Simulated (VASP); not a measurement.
A run of VASP 6.6.1:

The input INCAR:

```
SYSTEM = CaMg
ALGO = Fast
EDIFF = 1E-6
ENCUT = 520
GGA = CA
ISIF = 2
ISMEAR = 0
LASPH = .TRUE.
LCHARG = .TRUE.
LELF = .TRUE.
LREAL = .FALSE.
LVHAR = .TRUE.
LWAVE = .FALSE.
NBANDS = 13
NELM = 60
PREC = Accurate
SIGMA = 0.15
```

KPOINTS

```
k-points
0
G
  12 12 12
  0 0 0
```

The input POSCAR:

```
CaMg
1.0
    3.8260037610      0.0000000000      0.0000000000
    0.0000000000      3.8260037610      0.0000000000
    0.0000000000      0.0000000000      3.8616243500
Ca Mg
1 1
Direct
    0.0000000000      0.0000000000      0.5000000000
    0.5000000000      0.5000000000      0.0000000000
```

Potentials or basis: VASP PAW LDA potentials, release 64 (Ca_sv, Mg).

The run is started by

```console
$ cat potpaw_LDA.64/Ca_sv/POTCAR potpaw_LDA.64/Mg/POTCAR > POTCAR
$ mpirun -np 1 vasp_std > vasp.out
```

Hardware: 1 thread of Intel(R) Xeon(R) 6975P-C (Granite Rapids), on a shared host.

Task: How long does it take, and how much memory?

Result: Wall time 52 s on 1 thread of Intel(R) Xeon(R) 6975P-C (Granite Rapids), on a shared host, peak memory 0.27 GiB. Counts: scf iterations 14, k points 196.
